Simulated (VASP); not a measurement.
# ScB2Sb3 (R-3m) in VASP: notebook, part 2 of 2

VASP 6.6.1. The steps go on from the part before.

## Step 4: Single point, PBE

This run uses another cell than the first one, of 21.50 Å³/atom.

Contents of INCAR:

```
  PREC = Accurate
  ENCUT = 520
  EDIFF = 1E-7
  ISMEAR = 0
  SIGMA = 0.1
  LREAL = F
  LASPH = T
  NELM = 80
  ALGO = Fast
  ISIF = 2
  LWAVE = F
  LCHARG = T
  GGA = PE
  LELF = T
  LVHAR = T
  NBANDS = 25
```

Contents of KPOINTS:

```
Automatic mesh
0
Gamma
  6 6 6
```

Contents of POSCAR:

```
ScB2Sb3
1.0
    2.8276333500      1.6325348800      4.6581604400
   -2.8276333500      1.6325348800      4.6581604400
    0.0000000000     -3.2650697500      4.6581604400
Sc B Sb
1 2 3
Direct
    0.0000000000      0.0000000000      0.0000000000
    0.3777274200      0.3777274200      0.3777274200
    0.6222725800      0.6222725800      0.6222725800
    0.0000000000      0.5000000000      0.0000000000
    0.0000000000      0.0000000000      0.5000000000
    0.5000000000      0.0000000000      0.0000000000
```

Potentials or basis: VASP PAW PBE potentials, release 64 (Sc_sv, B, Sb).

Launch:

```sh
$ cat potpaw_PBE.64/Sc_sv/POTCAR potpaw_PBE.64/B/POTCAR potpaw_PBE.64/Sb/POTCAR > POTCAR
$ mpirun -np 1 vasp_std > vasp.out
```

OUTCAR:

```text
PREC = Accurate
   ENCUT = 520
   EDIFF = 1E-7
   ISMEAR = 0
   LREAL = F
   LASPH = T
   NELM = 80
   ISIF = 2
   GGA = PE

 ion  position               nearest neighbor table
   1  0.000  0.000  0.000-   5 2.84   5 2.84   6 2.84   4 2.84   4 2.84   6 2.84
   2  0.378  0.378  0.378-
   3  0.622  0.622  0.622-
   4  0.000  0.500  0.000-   6 2.83   6 2.83   5 2.83   5 2.83   1 2.84   1 2.84
   5  0.000  0.000  0.500-   4 2.83   6 2.83   4 2.83   6 2.83   1 2.84   1 2.84
   6  0.500  0.000  0.000-   4 2.83   4 2.83   5 2.83   5 2.83   1 2.84   1 2.84

  LATTYP: Found a trigonal (rhomboedric) cell.
 ALAT       =     5.6885093989
 COS(alpha) =     0.5058267572

  Lattice vectors:

 A1 = (   2.8276333500,   1.6325348800,   4.6581604400)
 A2 = (  -2.8276333500,   1.6325348800,   4.6581604400)
 A3 = (   0.0000000000,  -3.2650697500,   4.6581604400)

Analysis of symmetry for initial positions (statically):
=====================================================================
 Subroutine PRICEL returns:
 Original cell was already a primitive cell.

 Routine SETGRP: Setting up the symmetry group for a
 trigonal (rhombohedral) supercell.

 Subroutine GETGRP returns: Found 12 space group operations
 (whereof 12 operations were pure point group operations)
 out of a pool of 12 trial point group operations.

The static configuration has the point symmetry D_3d.

Analysis of symmetry for dynamics (positions and initial velocities):
=====================================================================
 Subroutine PRICEL returns:
 Original cell was already a primitive cell.

 Routine SETGRP: Setting up the symmetry group for a
 trigonal (rhombohedral) supercell.

 Subroutine GETGRP returns: Found 12 space group operations
 (whereof 12 operations were pure point group operations)
 out of a pool of 12 trial point group operations.

[... 128 lines left out ...]
     AMIX_MAG =   1.60;   BMIX_MAG =  1.00
  volume/ion in A,a.u.               =      21.50       145.11
  Fermi-wavevector in a.u.,A,eV,Ry     =   1.028587  1.943748 14.394847  1.057991
  Thomas-Fermi vector in A             =   2.162591
   LORBIT       =      0    0 simple, 1 ext, 2 COOP (PROOUT), +10 PAW based schemes
   GGA     = PE    functional components
   LHFCALC =     F    Hartree Fock is set to
   AEXX    =    0.0000 exact exchange contribution
   IVDW    =     0    specifies the selected vdW correction
   LEPSILON=     F    determine dielectric tensor
   LRPA    =     F    only Hartree local field effects (RPA)
 non-spin polarized calculation
 RMM-DIIS sequential band-by-band and
 Gauss-broadening in eV      SIGMA  =   0.10
  energy-cutoff  :      520.00
  volume of cell :      129.02
 maximum number of plane-waves:      3506
   NGX = 21   NGY = 21   NGZ = 21

 number of electron      31.9999995 magnetization

 Free energy of the ion-electron system (eV)
  ---------------------------------------------------
  ext. energy  EPLUGINS =         0.00000000
  ---------------------------------------------------
  free energy    TOTEN  =       -23.65597472 eV

  energy without entropy =      -23.63577337  energy(sigma->0) =      -23.64587405

 E-fermi :   6.5784     XC(G=0): -10.0386

 val. band max:        6.5534006882   @ k =   0.5000   0.5000   0.0000
 cond. band min:       6.5865076115   @ k =   0.1667   0.0000   0.0000
 fundamental gap:      0.0331069233
 Fermi energy:         6.5784404063

 k-point     1 :       0.0000    0.0000    0.0000
  band No.  band energies     occupation
      1     -43.2254      2.00000
      2     -21.9623      2.00000
      3     -21.8867      2.00000
      4     -21.8867      2.00000
      5      -6.5984      2.00000
      6      -1.0072      2.00000
[... 661 lines left out ...]
     24       9.2243      0.00000
     25       9.6264      0.00000

 [... further k-points ...]

------------------------ aborting loop because EDIFF is reached ----------------------------------------

  FORCE on cell =-STRESS in cart. coord.  units (eV):
  Direction    XX          YY          ZZ          XY          YZ          ZX
  --------------------------------------------------------------------------------------
  -------------------------------------------------------------------------------------
  Total        9.5843355      9.5843355     -0.0358960      0.0000000     -0.0000000      0.0000000
  in kB      119.0203800    119.0203801     -0.4457650      0.0000000     -0.0000000      0.0000000
  external PRESSURE =      79.1983317 kB  Pullay stress =       0.0000000 kB

 VOLUME and BASIS-vectors are now :
 -----------------------------------------------------------------------------
  energy-cutoff  :      520.00
  volume of cell :      129.02
      direct lattice vectors                 reciprocal lattice vectors
     2.827633350  1.632534880  4.658160440     0.176826320  0.102090723  0.071559006
    -2.827633350  1.632534880  4.658160440    -0.176826320  0.102090723  0.071559006
     0.000000000 -3.265069750  4.658160440     0.000000000 -0.204181447  0.071559007

 POSITION                                       TOTAL-FORCE (eV/Angst)
 -----------------------------------------------------------------------------------
      0.00000      0.00000      0.00000        -0.000000      0.000000     -0.000000
      0.00000      0.00000      5.27854        -0.000000     -0.000000     -0.200501
      0.00000      0.00000      8.69594        -0.000000      0.000000      0.200501
     -1.41382      0.81627      2.32908        -0.000000      0.000000     -0.000000
      0.00000     -1.63253      2.32908         0.000000      0.000000     -0.000000
      1.41382      0.81627      2.32908        -0.000000     -0.000000     -0.000000
 -----------------------------------------------------------------------------------
    total drift:                                0.000000      0.000000     -0.000000

  FREE ENERGIE OF THE ION-ELECTRON SYSTEM (eV)
  ---------------------------------------------------
  free  energy   TOTEN  =       -23.6559747167 eV

  energy  without entropy=      -23.6357733739  energy(sigma->0) =      -23.64587405
```

stdout:

```text
POSCAR found type information on POSCAR ScB Sb
 POSCAR found :  3 types and       6 ions
 scaLAPACK will be used
 LDA part: xc-table for (Slater+PW92), standard interpolation
 POSCAR, INCAR and KPOINTS ok, starting setup
 FFT: planning ... GRIDC
 FFT: planning ... GRID_SOFT
 FFT: planning ... GRID
 WAVECAR not read
 entering main loop
```

It took 5.8 min on 1 thread of Oxide Virtual Turin-like, shared host; peak memory 0.29 GiB.

What came out:

```
Free energy            : -23.6560 eV
Pressure               : 7.9 GPa
Largest force          : 0.201 eV/Å
Band gap on the k mesh : zero (bands 16 and 17 overlap by 1.14 eV)
```

Forces on the atoms (eV/Å):
```
Sc   0.000  0.000  0.000
B    0.000  0.000 -0.201
B    0.000  0.000  0.201
Sb   0.000  0.000  0.000
Sb   0.000  0.000  0.000
Sb   0.000  0.000  0.000
```

Stress tensor (GPa, compression positive):
```
11.90  0.00  0.00
 0.00 11.90  0.00
 0.00  0.00 -0.04
```

Caveat: the stress differs along the axes, from -0 to 12 GPa; spin-orbit coupling is left out, which moves the levels of the heavy elements.

## Step 5: Relaxation of cell and atoms, PBE

Contents of INCAR:

```
PREC = Accurate
ENCUT = 600
EDIFF = 1E-6
ISMEAR = 0
SIGMA = 0.1
LREAL = False
LASPH = True
NELM = 100
ALGO = Fast
ISIF = 3
LWAVE = False
LCHARG = False
GGA = PE
IBRION = 2
NSW = 100
EDIFFG = -0.01
```

Contents of KPOINTS:

```
regular mesh
0
Gamma
  6 6 6
```

Contents of POSCAR:

```
ScB2Sb3
1.0
    3.1338993174      1.8093576145      4.6503477704
   -3.1338993174      1.8093576145      4.6503477704
    0.0000000000     -3.6187152290      4.6503477704
Sc B Sb
1 2 3
Direct
    0.0000000000      0.0000000000      0.0000000000
    0.2924134139      0.2924134139      0.2924134139
    0.7075865861      0.7075865861      0.7075865861
    0.0000000000      0.5000000000      0.0000000000
    0.0000000000      0.0000000000      0.5000000000
    0.5000000000      0.0000000000      0.0000000000
```

Launch:

```sh
$ cat potpaw_PBE.64/Sc_sv/POTCAR potpaw_PBE.64/B/POTCAR potpaw_PBE.64/Sb/POTCAR > POTCAR
$ mpirun -np 1 vasp_std > vasp.out
```

It took 11 min on 1 thread of Oxide Virtual Turin-like, shared host; peak memory 0.4 GiB.

It converged, with:

* Free energy: -25.5214 eV
* Relaxed volume: 26.50 Å³/atom
* Relaxed cell: a = 5.905 Å, b = 5.905 Å, c = 5.905 Å, α = 64.19°, β = 64.19°, γ = 64.19°
* Space group after relaxing (to 0.1 Å): R-3m (No. 166)
* Energy gained by relaxing: 0.1 meV/atom
* Ionic steps: 5
* Pressure after relaxing: 0.0 GPa
* Largest force after relaxing: 0.010 eV/Å
* Band gap on the k mesh: zero (bands 16 and 17 overlap by 1.95 eV)

Forces on the atoms (eV/Å):
```
Sc   0.000  0.000  0.000
B    0.000  0.000  0.010
B    0.000  0.000 -0.010
Sb   0.000  0.000  0.000
Sb   0.000  0.000  0.000
Sb   0.000  0.000  0.000
```

The path:
```
step  energy change (eV)  largest force (eV/Å)  pressure (GPa)  volume (Å³)
   1              0.0000                0.0510            0.27       158.21
   2             -0.0008                0.0028           -0.07       159.22
   3             -0.0009                0.0117           -0.01       159.04
   4             -0.0009                0.0105           -0.01       159.06
   5             -0.0009                0.0095           -0.02       159.02
```

Final structure:
```cif
data_structure
_symmetry_space_group_name_H-M 'P 1'
_symmetry_Int_Tables_number 1
_cell_length_a 5.9049
_cell_length_b 5.9049
_cell_length_c 5.9049
_cell_angle_alpha 64.195
_cell_angle_beta 64.195
_cell_angle_gamma 64.195
_cell_volume 159.02
loop_
_atom_site_label
_atom_site_type_symbol
_atom_site_fract_x
_atom_site_fract_y
_atom_site_fract_z
_atom_site_occupancy
Sc1 Sc 0.00000 0.00000 0.00000 1
B1 B 0.29260 0.29260 0.29260 1
B2 B 0.70740 0.70740 0.70740 1
Sb1 Sb 0.00000 0.50000 0.00000 1
Sb2 Sb 0.00000 0.00000 0.50000 1
Sb3 Sb 0.50000 0.00000 0.00000 1
```

Levels at points of the mesh, in eV from the Fermi level:
```tsv
k point	band 14	band 15	band 16	band 17	band 18	band 19
(0.00, 0.00, 0.00)	-2.32	-0.68	-0.66	-0.30	-0.30	1.28
(0.50, 0.00, 0.00)	-0.95	-0.94	-0.93	-0.26	0.64	1.12
(0.50, 0.50, 0.00)	-1.61	-0.84	-0.63	-0.59	0.48	0.73
(0.50, 0.50, 0.50)	-2.44	-0.33	1.22	1.42	1.42	1.62
```

Caveat: spin-orbit coupling is left out, which moves the levels of the heavy elements.

## Step 6: The runs side by side

```tsv
task	cell	cutoff (eV)	gap on the mesh (eV)	pressure (GPa)	largest force (eV/Å)
single point	a = 5.892 Å, angles 64.3°, 6 atoms, atomic positions A	520	none	0.3	0.05
single point	a = 5.900 Å, angles 64.3°, 6 atoms, atomic positions B	520	none	0.1	0.02
single point	a = 5.689 Å, angles 59.6°, 6 atoms, atomic positions C	520	none	7.9	0.20
relaxation of cell and atoms	relaxed from a = 5.892 Å, angles 64.3°, 6 atoms, atomic positions A	600	none	0.0	0.01
```

Alike in all rows: level PBE; potentials or basis VASP PAW PBE potentials, release 64 (Sc_sv, B, Sb); no spin polarisation; k mesh 6 × 6 × 6; smearing gaussian 0.1 eV.

Caveats: spin-orbit coupling is left out, which moves the levels of the heavy elements; the stress differs along the axes, from -0 to 12 GPa (at least some runs).

Absolute energies hang on the potentials; compare differences alone.

The gap in the log of VASP goes by the Fermi energy; the results here count the filled bands.